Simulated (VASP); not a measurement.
# AlN (P6_3mc) in VASP: notebook, part 2 of 2

VASP 6.6.1. Earlier steps stand in the parts before.

## (3) Single point, LDA (in-plane strain +0.02, then relaxed in part)

INCAR

```
SYSTEM = AlN
PREC = Accurate
ENCUT = 520
EDIFF = 1E-6
ISMEAR = 0
SIGMA = 0.01
LREAL = .FALSE.
LASPH = .TRUE.
NELM = 100
ALGO = Normal
ISIF = 2
LWAVE = .FALSE.
LCHARG = .FALSE.
NBANDS = 16
```

KPOINTS

```
Automatic mesh
0
G
  8 8 4
  0 0 0
```

POSCAR

```
AlN
1.0
    3.1505454529      0.0000000000      0.0000000000
   -1.5752727264      2.7284523980      0.0000000000
    0.0000000000      0.0000000000      4.8788102825
Al N
2 2
Direct
    0.3333333333      0.6666666667     -0.0040885541
    0.6666666667      0.3333333333      0.4959114459
    0.3333333333      0.6666666667      0.3840885541
    0.6666666667      0.3333333333      0.8840885541
```

Potentials or basis: VASP PAW LDA potentials, release 64 (Al, N).

Run with:

```sh
> cat potpaw_LDA.64/Al/POTCAR potpaw_LDA.64/N/POTCAR > POTCAR
> mpirun -np 1 vasp_std > vasp.out
```

OUTCAR:

```text
SYSTEM = AlN
   PREC = Accurate
   ENCUT = 520
   EDIFF = 1E-6
   ISMEAR = 0
   LREAL = .FALSE.
   LASPH = .TRUE.
   NELM = 100
   ISIF = 2

 ion  position               nearest neighbor table
   1  0.333  0.667  0.996-   3 1.89   4 1.90   4 1.90   4 1.90   2 3.04   2 3.04   2 3.04   2 3.04
                             2 3.04   2 3.04
   2  0.667  0.333  0.496-   4 1.89   3 1.90   3 1.90   3 1.90   1 3.04   1 3.04   1 3.04   1 3.04
                             1 3.04   1 3.04
   3  0.333  0.667  0.384-   1 1.89   2 1.90   2 1.90   2 1.90
   4  0.667  0.333  0.884-   2 1.89   1 1.90   1 1.90   1 1.90

[... 661 lines left out ...]
  -------------------------------------------------------------------------------------
  Total       -2.1415738     -2.1415738      0.1578761     -0.0000000      0.0000000      0.0000000
  in kB      -81.8139893    -81.8139893      6.0313011     -0.0000000      0.0000000      0.0000000
  external PRESSURE =     -52.5322258 kB  Pullay stress =       0.0000000 kB

 VOLUME and BASIS-vectors are now :
 -----------------------------------------------------------------------------
  energy-cutoff  :      520.00
  volume of cell :       41.94
      direct lattice vectors                 reciprocal lattice vectors
     3.150545453  0.000000000  0.000000000     0.317405356  0.183254068  0.000000000
    -1.575272726  2.728452398  0.000000000     0.000000000  0.366508135  0.000000000
     0.000000000  0.000000000  4.878810282     0.000000000  0.000000000  0.204968003

 POSITION                                       TOTAL-FORCE (eV/Angst)
 -----------------------------------------------------------------------------------
     -0.00000      1.81897      4.85886         0.000000      0.000000     -0.007165
      1.57527      0.90948      2.41946        -0.000000      0.000000     -0.007165
     -0.00000      1.81897      1.87390        -0.000000      0.000000      0.007165
      1.57527      0.90948      4.31330         0.000000      0.000000      0.007165
 -----------------------------------------------------------------------------------
    total drift:                               -0.000000      0.000000      0.000997

  FREE ENERGIE OF THE ION-ELECTRON SYSTEM (eV)
  ---------------------------------------------------
  free  energy   TOTEN  =       -32.7999457852 eV

  energy  without entropy=      -32.7999457852  energy(sigma->0) =      -32.79994579
```

stdout:

```text
POSCAR found type information on POSCAR AlN
 POSCAR found :  2 types and       4 ions
 scaLAPACK will be used
 LDA part: xc-table for (Slater(with rela. corr.)+CA(PZ))
 , standard interpolation
 POSCAR, INCAR and KPOINTS ok, starting setup
 FFT: planning ... GRIDC
 FFT: planning ... GRID_SOFT
 FFT: planning ... GRID
 WAVECAR not read
 entering main loop
```

It took 16 s on 1 thread of Intel Xeon 8259CL, shared host; peak memory 0.14 GiB.

What came out:

```yaml
Free_energy: -32.7999 eV
Pressure: -5.3 GPa
Largest_force: 0.007 eV/Å
Band_gap_on_the_k_mesh: 4.00 eV
```

Forces in eV/Å, atoms in the order of the input:
```
Al   0.000  0.000 -0.007
Al   0.000  0.000 -0.007
N    0.000  0.000  0.007
N    0.000  0.000  0.007
```

Caveat: the cell differs from its parent crystal (in-plane strain +0.02, then relaxed in part); the cell stands under tension.

## (4) Single point, LDA (in-plane strain +0.02)

INCAR

```
SYSTEM = AlN
ALGO = Normal
EDIFF = 1E-6
ENCUT = 520
ISIF = 2
ISMEAR = 0
LASPH = .True.
LCHARG = .False.
LREAL = .False.
LWAVE = .False.
NBANDS = 16
NELM = 100
PREC = Accurate
SIGMA = 0.01
```

KPOINTS

```
k-points
0
Gamma
  8 8 4
  0 0 0
```

POSCAR

```
AlN
1.0
    3.1505454529      0.0000000000      0.0000000000
   -1.5752727264      2.7284523980      0.0000000000
    0.0000000000      0.0000000000      4.8839552713
Al N
2 2
Direct
    0.3333333333      0.6666666667     -0.0009915582
    0.6666666667      0.3333333333      0.4990084418
    0.3333333333      0.6666666667      0.3809915582
    0.6666666667      0.3333333333      0.8809915582
```

Potentials or basis: VASP PAW LDA potentials, release 64 (Al, N).

Run with:

```sh
> cat potpaw_LDA.64/Al/POTCAR potpaw_LDA.64/N/POTCAR > POTCAR
> mpirun -np 1 vasp_std > vasp.out
```

OUTCAR:

```text
SYSTEM = AlN
   EDIFF = 1E-6
   ENCUT = 520
   ISIF = 2
   ISMEAR = 0
   LASPH = .True.
   LREAL = .False.
   NELM = 100
   PREC = Accurate

 ion  position               nearest neighbor table
   1  0.333  0.667  0.999-   3 1.87   4 1.91   4 1.91   4 1.91   2 3.04   2 3.04   2 3.04   2 3.04
                             2 3.04   2 3.04
   2  0.667  0.333  0.499-   4 1.87   3 1.91   3 1.91   3 1.91   1 3.04   1 3.04   1 3.04   1 3.04
                             1 3.04   1 3.04
   3  0.333  0.667  0.381-   1 1.87   2 1.91   2 1.91   2 1.91
   4  0.667  0.333  0.881-   2 1.87   1 1.91   1 1.91   1 1.91

[... 661 lines left out ...]
  -------------------------------------------------------------------------------------
  Total       -2.4496765     -2.4496765      0.9562501     -0.0000000      0.0000000     -0.0000000
  in kB      -93.4857714    -93.4857714     36.4928917     -0.0000000      0.0000000     -0.0000000
  external PRESSURE =     -50.1595504 kB  Pullay stress =       0.0000000 kB

 VOLUME and BASIS-vectors are now :
 -----------------------------------------------------------------------------
  energy-cutoff  :      520.00
  volume of cell :       41.98
      direct lattice vectors                 reciprocal lattice vectors
     3.150545453  0.000000000  0.000000000     0.317405356  0.183254068  0.000000000
    -1.575272726  2.728452398  0.000000000     0.000000000  0.366508135  0.000000000
     0.000000000  0.000000000  4.883955271     0.000000000  0.000000000  0.204752080

 POSITION                                       TOTAL-FORCE (eV/Angst)
 -----------------------------------------------------------------------------------
     -0.00000      1.81897      4.87911         0.000000     -0.000000     -0.392927
      1.57527      0.90948      2.43713        -0.000000      0.000000     -0.392927
     -0.00000      1.81897      1.86075        -0.000000      0.000000      0.392927
      1.57527      0.90948      4.30272         0.000000      0.000000      0.392927
 -----------------------------------------------------------------------------------
    total drift:                               -0.000000      0.000000      0.000375

  FREE ENERGIE OF THE ION-ELECTRON SYSTEM (eV)
  ---------------------------------------------------
  free  energy   TOTEN  =       -32.7887628437 eV

  energy  without entropy=      -32.7887628437  energy(sigma->0) =      -32.78876284
```

OSZICAR:

```text
N       E                     dE             d eps       ncg     rms          rms(c)
DAV:   1     0.354719004647E+02    0.35472E+02   -0.72531E+03   960   0.890E+02
DAV:   2    -0.347472222809E+02   -0.70219E+02   -0.64921E+02  1352   0.177E+02
DAV:   3    -0.378112867178E+02   -0.30641E+01   -0.30566E+01  1224   0.374E+01
DAV:   4    -0.378268203586E+02   -0.15534E-01   -0.15533E-01  1152   0.319E+00
DAV:   5    -0.378269792875E+02   -0.15893E-03   -0.15893E-03  1216   0.313E-01    0.122E+01
DAV:   6    -0.329045463232E+02    0.49224E+01   -0.11354E+01   992   0.239E+01    0.431E+00
DAV:   7    -0.328507176710E+02    0.53829E-01   -0.49067E-01  1168   0.465E+00    0.280E+00
DAV:   8    -0.327912771405E+02    0.59441E-01   -0.72397E-02  1032   0.226E+00    0.353E-01
DAV:   9    -0.327886592675E+02    0.26179E-02   -0.57273E-03  1192   0.544E-01    0.227E-01
DAV:  10    -0.327888187552E+02   -0.15949E-03   -0.59982E-04  1056   0.159E-01    0.121E-01
DAV:  11    -0.327887629505E+02    0.55805E-04   -0.99457E-05  1112   0.745E-02    0.188E-02
DAV:  12    -0.327887628437E+02    0.10676E-06   -0.22380E-06  1128   0.108E-02
   1 F= -.32788763E+02 E0= -.32788763E+02  d E =-.273745E-20
```

Wall time 20 s (1 thread of Intel Xeon 8259CL, shared host); peak memory 0.14 GiB.

What came out:

- Free energy: -32.7888 eV
- Pressure: -5.0 GPa
- Largest force: 0.393 eV/Å
- Band gap on the k mesh: 4.09 eV

Forces on the atoms (eV/Å):
```
Al   0.000  0.000 -0.393
Al   0.000  0.000 -0.393
N    0.000  0.000  0.393
N    0.000  0.000  0.393
```

Levels at points of the mesh, in eV from the valence-band top:
| k point | band 6 | band 7 | band 8 | band 9 | band 10 | band 11 |
| --- | --- | --- | --- | --- | --- | --- |
| (0.00, 0.00, 0.00) | -0.35 | -0.35 | 0.00 | 4.09 | 6.09 | 10.49 |
| (0.50, 0.00, 0.00) | -2.33 | -1.89 | -0.77 | 5.37 | 5.78 | 7.92 |
| (0.00, 0.00, 0.50) | -0.73 | -0.73 | -0.73 | 6.14 | 6.14 | 10.14 |
| (0.50, 0.00, 0.50) | -1.64 | -1.38 | -1.38 | 5.16 | 5.16 | 9.02 |

Caveat: the cell differs from its parent crystal (in-plane strain +0.02); the cell stands under tension.

## (5) Overview

```tsv
cell	gap on the mesh (eV)	pressure (GPa)	largest force (eV/Å)
a = 3.120, b = 3.120, c = 4.914 Å, angles 90.0, 90.0, 120.0°, 4 atoms, atomic positions A	4.26	-2.4	0.20
a = 3.151, b = 3.151, c = 4.879 Å, angles 90.0, 90.0, 120.0°, 4 atoms, atomic positions B	4.00	-5.3	0.01
a = 3.151, b = 3.151, c = 4.884 Å, angles 90.0, 90.0, 120.0°, 4 atoms, atomic positions A	4.09	-5.0	0.39
```

Alike in all rows: task single point; level LDA; potentials or basis VASP PAW LDA potentials, release 64 (Al, N); no spin polarisation; k mesh 8 × 8 × 4; cutoff (eV) 520; smearing gaussian 0.01 eV.

Caveats: the cell stands under tension (at least some runs).

Absolute energies hang on the potentials; compare differences alone.
